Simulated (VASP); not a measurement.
# InAs (Fm-3m) in VASP: a series of runs

The runs below take InAs through single point, relaxation of cell and atoms, with PBEsol, r2SCAN+rVV10.

Program: VASP 6.6.1. These are calculated values, not measurements. Logs are shortened: lines on timing, memory, paths and dates and some standing lists are left out, and cuts for length are marked.

## Step 1: The cell of the first run

It takes space group Fm-3m (No. 225, cubic). The conventional cell has a = 5.655 Å, b = 5.655 Å, c = 5.655 Å, α = 90.00°, β = 90.00°, γ = 90.00°. In (site symmetry m-3m) has 6 As at 2.83 Å within 3.7 Å. Within 3.7 Å of As (site symmetry m-3m) lie 6 In at 2.83 Å.

## Step 2: Single point, PBEsol

File INCAR:

```
SYSTEM = InAs
PREC = Accurate
ENCUT = 500
EDIFF = 1E-6
ISMEAR = -1
SIGMA = 0.03
LREAL = .False.
LASPH = .True.
NELM = 120
ALGO = Normal
ISIF = 2
LWAVE = .False.
LCHARG = .True.
GGA = PS
LELF = .True.
LVHAR = .True.
NBANDS = 16
GGA_COMPAT = .False.
```

File KPOINTS:

```
regular mesh
0
Gamma
  6 6 6
  0 0 0
```

File POSCAR:

```
InAs
1.0
    0.0000000000      2.8277250113      2.8277250113
    2.8277250113      0.0000000000      2.8277250113
    2.8277250113      2.8277250113      0.0000000000
In As
1 1
Direct
    0.0000000000      0.0000000000      0.0000000000
    0.5000000000      0.5000000000      0.5000000000
```

Potentials or basis: VASP PAW PBE potentials, release 64 (In_d, As).

Started as:

```
$ cat potpaw_PBE.64/In_d/POTCAR potpaw_PBE.64/As/POTCAR > POTCAR
$ mpirun -np 1 vasp_std > vasp.out
```

OUTCAR:

```text
SYSTEM = InAs
   PREC = Accurate
   ENCUT = 500
   EDIFF = 1E-6
   ISMEAR = -1
   LREAL = .False.
   LASPH = .True.
   NELM = 120
   ISIF = 2
   GGA = PS

 ion  position               nearest neighbor table
   1  0.000  0.000  0.000-   2 2.83   2 2.83   2 2.83   2 2.83   2 2.83   2 2.83
   2  0.500  0.500  0.500-   1 2.83   1 2.83   1 2.83   1 2.83   1 2.83   1 2.83

  LATTYP: Found a face centered cubic cell.
 ALAT       =     5.6554500226

  Lattice vectors:

 A1 = (   0.0000000000,   2.8277250113,   2.8277250113)
 A2 = (   2.8277250113,   0.0000000000,   2.8277250113)
 A3 = (   2.8277250113,   2.8277250113,   0.0000000000)

Analysis of symmetry for initial positions (statically):
=====================================================================
 Subroutine PRICEL returns:
 Original cell was already a primitive cell.

 Routine SETGRP: Setting up the symmetry group for a
 face centered cubic supercell.

 Subroutine GETGRP returns: Found 48 space group operations
 (whereof 48 operations were pure point group operations)
 out of a pool of 48 trial point group operations.

The static configuration has the point symmetry O_h .

Analysis of symmetry for dynamics (positions and initial velocities):
=====================================================================
 Subroutine PRICEL returns:
 Original cell was already a primitive cell.

 Routine SETGRP: Setting up the symmetry group for a
 face centered cubic supercell.

 Subroutine GETGRP returns: Found 48 space group operations
 (whereof 48 operations were pure point group operations)
 out of a pool of 48 trial point group operations.

The dynamic configuration has the point symmetry O_h .

 Subroutine INISYM returns: Found 48 space group operations
 (whereof 48 operations are pure point group operations),
 and found     1 'primitive' translations

----------------------------------------------------------------------------------------

                                     Primitive cell

  volume of cell :      45.2211

  direct lattice vectors                    reciprocal lattice vectors
     0.000000000  2.827725011  2.827725011    -0.176820588  0.176820588  0.176820588
     2.827725011  0.000000000  2.827725011     0.176820588 -0.176820588  0.176820588
     2.827725011  2.827725011  0.000000000     0.176820588  0.176820588 -0.176820588

  length of vectors
     3.999007062  3.999007062  3.999007062     0.306262243  0.306262243  0.306262243

  position of ions in fractional coordinates (direct lattice)
     0.000000000  0.000000000  0.000000000
     0.500000000  0.500000000  0.500000000

  ion indices of the primitive-cell ions
   primitive index   ion index
                 1           1
                 2           2

----------------------------------------------------------------------------------------

 KPOINTS: regular mesh

Automatic generation of k-mesh.
 Grid dimensions read from file:
 generate k-points for:    6    6    6

 Generating k-lattice:

  Cartesian coordinates                     Fractional coordinates (reciprocal lattice)
    -0.029470098  0.029470098  0.029470098     0.166666667  0.000000000  0.000000000
     0.029470098 -0.029470098  0.029470098     0.000000000  0.166666667  0.000000000
     0.029470098  0.029470098 -0.029470098     0.000000000  0.000000000  0.166666667

  Length of vectors
     0.051043707  0.051043707  0.051043707

  Shift w.r.t. Gamma in fractional coordinates (k-lattice)
     0.000000000  0.000000000  0.000000000

 Subroutine IBZKPT returns following result:
 ===========================================

 Found     16 irreducible k-points:

 Following reciprocal coordinates:
            Coordinates               Weight
  0.000000  0.000000  0.000000      1.000000
  0.166667  0.000000  0.000000      8.000000
  0.333333  0.000000  0.000000      8.000000
  0.500000  0.000000  0.000000      4.000000
  0.166667  0.166667  0.000000      6.000000
  0.333333  0.166667  0.000000     24.000000
[... 8 lines left out ...]
 -0.333333  0.333333  0.166667     24.000000
 -0.333333  0.500000  0.166667     12.000000
   k-points           NKPTS =     16   k-points in BZ     NKDIM =     16   number of bands    NBANDS=     16
   number of dos      NEDOS =    301   number of ions     NIONS =      2
   total plane-waves  NPLWV =  27000
   dimension x,y,z NGX =    30 NGY =   30 NGZ =   30
   dimension x,y,z NGXF=    60 NGYF=   60 NGZF=   60
   ions per type =               1   1
   NGX,Y,Z   is equivalent  to a cutoff of  12.47, 12.47, 12.47 a.u.
   NGXF,Y,Z  is equivalent  to a cutoff of  24.94, 24.94, 24.94 a.u.
 SYSTEM =  InAs
   PREC   = accura    normal or accurate (medium, high low for compatibility)
   ISTART =      0    job   : 0-new  1-cont  2-samecut
   ICHARG =      2    charge: 1-file 2-atom 10-const
   ISPIN  =      1    spin polarized calculation?
   LNONCOLLINEAR =      F non collinear calculations
   LSORBIT =      F    spin-orbit coupling
   LASPH  =      T    aspherical Exc in radial PAW
   ENCUT  =  500.0 eV  36.75 Ry    6.06 a.u.   7.29  7.29  7.29*2*pi/ulx,y,z
   NELM   =    120;   NELMIN=  2; NELMDL= -5     # of ELM steps
   EDIFF  = 0.1E-05   stopping-criterion for ELM
   LREAL  =      F    real-space projection
   EDIFFG = 0.1E-04   stopping-criterion for IOM
   NSW    =      0    number of steps for IOM
   IBRION =     -1    ionic relax: 0-MD 1-quasi-New 2-CG
   NFREE  =      0    steps in history (QN), initial steepest desc. (CG)
   ISIF   =      2    stress and relaxation
   ISYM   =      2    0-nonsym 1-usesym 2-fastsym
   POTIM  = 0.5000    time-step for ionic-motion
   TEBEG  =    0.0;   TEEND  =   0.0 temperature during run
   PSTRESS=    0.0 pullay stress
   NELECT =      18.0000    total number of electrons
   NUPDOWN=      -1.0000    fix difference up-down
   EMIN   =  10.00;   EMAX   =-10.00  energy-range for DOS
   EFERMI =   0.00;   METHOD = LEGACY
   ISMEAR =    -1;   SIGMA  =   0.03  broadening in eV -4-tet -1-fermi 0-gaus
   EFERMI_NEDOS =   21; number of points for ismear=-14 and -15
   IALGO  =     38    algorithm
   IMIX   =      4    mixing-type and parameters
     AMIX     =   0.40;   BMIX     =  1.00
     AMIX_MAG =   1.60;   BMIX_MAG =  1.00
  volume/ion in A,a.u.               =      22.61       152.58
  Fermi-wavevector in a.u.,A,eV,Ry     =   1.204255  2.275712 19.731582  1.450230
  Thomas-Fermi vector in A             =   2.339985
   LORBIT       =      0    0 simple, 1 ext, 2 COOP (PROOUT), +10 PAW based schemes
   GGA     = PS    functional components
   LHFCALC =     F    Hartree Fock is set to
   AEXX    =    0.0000 exact exchange contribution
   IVDW    =     0    specifies the selected vdW correction
   LEPSILON=     F    determine dielectric tensor
   LRPA    =     F    only Hartree local field effects (RPA)
 non-spin polarized calculation
  energy-cutoff  :      500.00
  volume of cell :       45.22
 maximum number of plane-waves:      1167
 NGX is ok and might be reduce to    30
   NGX = 15   NGY = 15   NGZ = 15

 number of electron      17.9999991 magnetization

 Free energy of the ion-electron system (eV)
  ---------------------------------------------------
  ext. energy  EPLUGINS =         0.00000000
  ---------------------------------------------------
  free energy    TOTEN  =        -8.23789140 eV

  energy without entropy =       -8.23163867  energy(sigma->0) =       -8.23476503

 E-fermi :   6.3929     XC(G=0): -10.4867

 val. band max:        6.3478950225   @ k =  -0.3333   0.1667   0.0000
 cond. band min:       6.4050367584   @ k =   0.3333   0.0000   0.0000
 fundamental gap:      0.0571417358
 Fermi energy:         6.3928501860

 k-point     1 :       0.0000    0.0000    0.0000
  band No.  band energies     occupation
      1      -7.9249      2.00000
      2      -7.9249      2.00000
      3      -7.9008      2.00000
      4      -7.9008      2.00000
      5      -7.9008      2.00000
      6      -6.1067      2.00000
[... 8 lines left out ...]
     15      14.0818      0.00000
     16      14.0818      0.00000

 k-point     2 :       0.1667    0.0000    0.0000
  band No.  band energies     occupation
      1      -7.9389      2.00000
      2      -7.9389      2.00000
      3      -7.9022      2.00000
      4      -7.8857      2.00000
      5      -7.8857      2.00000
      6      -5.7876      2.00000
[... 8 lines left out ...]
     15      14.4037      0.00000
     16      14.4037      0.00000

 k-point     3 :       0.3333    0.0000    0.0000
  band No.  band energies     occupation
      1      -7.9706      2.00000
      2      -7.9706      2.00000
      3      -7.9079      2.00000
      4      -7.8514      2.00000
      5      -7.8514      2.00000
      6      -4.9337      2.00000
[... 8 lines left out ...]
     15      16.2392      0.00000
     16      16.2392      0.00000

 k-point     4 :       0.5000    0.0000    0.0000
  band No.  band energies     occupation
      1      -7.9866      2.00000
      2      -7.9866      2.00000
      3      -7.9117      2.00000
      4      -7.8338      2.00000
      5      -7.8338      2.00000
      6      -4.2619      2.00000
[... 8 lines left out ...]
     15      18.3616      0.00000
     16      18.3616      0.00000

 k-point     5 :       0.1667    0.1667    0.0000
  band No.  band energies     occupation
      1      -7.9808      2.00000
      2      -7.9150      2.00000
      3      -7.9123      2.00000
      4      -7.8790      2.00000
      5      -7.8790      2.00000
      6      -5.6580      2.00000
[... 8 lines left out ...]
     15      16.1854      0.00000
     16      16.1854      0.00000

 k-point     6 :       0.3333    0.1667    0.0000
  band No.  band energies     occupation
      1      -8.0380      2.00000
      2      -7.9295      2.00000
      3      -7.9137      2.00000
      4      -7.8610      2.00000
      5      -7.8464      2.00000
      6      -4.9294      2.00000
[... 8 lines left out ...]
     15      16.9979      0.00000
     16      17.4101      0.00000

 k-point     7 :       0.5000    0.1667    0.0000
  band No.  band energies     occupation
      1      -8.0536      2.00000
      2      -7.9598      2.00000
      3      -7.9022      2.00000
      4      -7.8528      2.00000
      5      -7.8287      2.00000
      6      -4.0531      2.00000
[... 8 lines left out ...]
     15      18.3973      0.00000
     16      18.5694      0.00000

 k-point     8 :      -0.3333    0.1667    0.0000
  band No.  band energies     occupation
      1      -8.0185      2.00000
      2      -7.9736      2.00000
      3      -7.8957      2.00000
      4      -7.8542      2.00000
      5      -7.8458      2.00000
      6      -4.3210      2.00000
[... 8 lines left out ...]
     15      15.9498      0.00000
     16      18.2784      0.00000

 k-point     9 :      -0.1667    0.1667    0.0000
  band No.  band energies     occupation
      1      -7.9626      2.00000
      2      -7.9624      2.00000
      3      -7.9009      2.00000
      4      -7.8749      2.00000
      5      -7.8647      2.00000
      6      -5.2598      2.00000
[... 8 lines left out ...]
     15      15.5202      0.00000
     16      17.1243      0.00000

 k-point    10 :       0.3333    0.3333    0.0000
  band No.  band energies     occupation
      1      -8.1540      2.00000
      2      -7.9354      2.00000
      3      -7.8950      2.00000
      4      -7.8312      2.00000
      5      -7.8312      2.00000
      6      -4.3395      2.00000
[... 8 lines left out ...]
     15      18.3014      0.00000
     16      19.7761      0.00000

 k-point    11 :       0.5000    0.3333    0.0000
  band No.  band energies     occupation
      1      -8.1906      2.00000
      2      -7.9287      2.00000
      3      -7.9082      2.00000
      4      -7.8263      2.00000
      5      -7.8152      2.00000
      6      -3.5528      2.00000
[... 8 lines left out ...]
     15      19.3254      0.00000
     16      19.9351      0.00000

 k-point    12 :      -0.3333    0.3333    0.0000
  band No.  band energies     occupation
      1      -8.1251      2.00000
      2      -7.9435      2.00000
      3      -7.8946      2.00000
      4      -7.8547      2.00000
      5      -7.8270      2.00000
      6      -3.5268      2.00000
[... 8 lines left out ...]
     15      16.8849      0.00000
     16      18.7647      0.00000

 k-point    13 :       0.5000    0.5000    0.0000
  band No.  band energies     occupation
      1      -8.2555      2.00000
      2      -7.9470      2.00000
      3      -7.8851      2.00000
      4      -7.8051      2.00000
      5      -7.8051      2.00000
      6      -3.2259      2.00000
[... 8 lines left out ...]
     15      19.7290      0.00000
     16      21.0330      0.00000

 k-point    14 :       0.5000    0.3333    0.1667
  band No.  band energies     occupation
      1      -8.1022      2.00000
      2      -7.9367      2.00000
      3      -7.9083      2.00000
      4      -7.8488      2.00000
      5      -7.8319      2.00000
      6      -4.1045      2.00000
[... 8 lines left out ...]
     15      18.4335      0.00000
     16      18.5807      0.00000

 k-point    15 :      -0.3333    0.3333    0.1667
  band No.  band energies     occupation
      1      -8.1236      2.00000
      2      -7.9477      2.00000
      3      -7.8838      2.00000
      4      -7.8721      2.00000
      5      -7.8177      2.00000
      6      -3.5241      2.00000
[... 8 lines left out ...]
     15      16.5123      0.00000
     16      19.9428      0.00000

 k-point    16 :      -0.3333    0.5000    0.1667
  band No.  band energies     occupation
      1      -8.1929      2.00000
      2      -7.9198      2.00000
      3      -7.9150      2.00000
      4      -7.8442      2.00000
      5      -7.8050      2.00000
      6      -3.2249      2.00000
[... 8 lines left out ...]
     15      18.3454      0.00000
     16      20.9828      0.00000

------------------------ aborting loop because EDIFF is reached ----------------------------------------

  FORCE on cell =-STRESS in cart. coord.  units (eV):
  Direction    XX          YY          ZZ          XY          YZ          ZX
  --------------------------------------------------------------------------------------
  -------------------------------------------------------------------------------------
  Total        0.0519022      0.0519022      0.0519022     -0.0000000     -0.0000000      0.0000000
  in kB        1.8388859      1.8388859      1.8388859     -0.0000000     -0.0000000      0.0000000
  external PRESSURE =       1.8388859 kB  Pullay stress =       0.0000000 kB

 VOLUME and BASIS-vectors are now :
 -----------------------------------------------------------------------------
  energy-cutoff  :      500.00
  volume of cell :       45.22
      direct lattice vectors                 reciprocal lattice vectors
     0.000000000  2.827725011  2.827725011    -0.176820588  0.176820588  0.176820588
     2.827725011  0.000000000  2.827725011     0.176820588 -0.176820588  0.176820588
     2.827725011  2.827725011  0.000000000     0.176820588  0.176820588 -0.176820588

 POSITION                                       TOTAL-FORCE (eV/Angst)
 -----------------------------------------------------------------------------------
      0.00000      0.00000      0.00000        -0.000000      0.000000     -0.000000
      2.82773      2.82773      2.82773         0.000000     -0.000000      0.000000
 -----------------------------------------------------------------------------------
    total drift:                               -0.000000      0.000000      0.000000

  FREE ENERGIE OF THE ION-ELECTRON SYSTEM (eV)
  ---------------------------------------------------
  free  energy   TOTEN  =        -8.2378913957 eV

  energy  without entropy=       -8.2316386665  energy(sigma->0) =       -8.23476503
```

It took 14 s on 1 thread of Intel Xeon Platinum 8259CL at 2.50GHz (Skylake/Cascade Lake), shared host; peak memory 0.17 GiB.

Results:

```yaml
Free_energy: -8.2379 eV
Pressure: 0.2 GPa
Band_gap_on_the_k_mesh: zero (bands 9 and 10 overlap by 2.81 eV)
```

Levels at points of the mesh, in eV from the Fermi level:
```
           k point  band 5  band 6  band 7  band 8  band 9  band 10  band 11  band 12  band 13  band 14
(0.00, 0.00, 0.00)  -14.29  -12.50   -0.37   -0.25   -0.25    -0.25     7.17     7.17     7.17     7.69
(0.50, 0.00, 0.00)  -14.23  -10.65   -6.84    0.19    0.19     2.08     3.22     3.22     4.69    10.84
(0.50, 0.50, 0.00)  -14.20   -9.62   -5.07   -2.96   -2.43    -2.43     3.70     9.55     9.55    10.40
```

Caveat: the PAW data sets were made with another functional, which shifts forces and pressure a little; spin-orbit coupling is left out, which moves the levels of the heavy elements.

(Continued in part 2 of 2.)
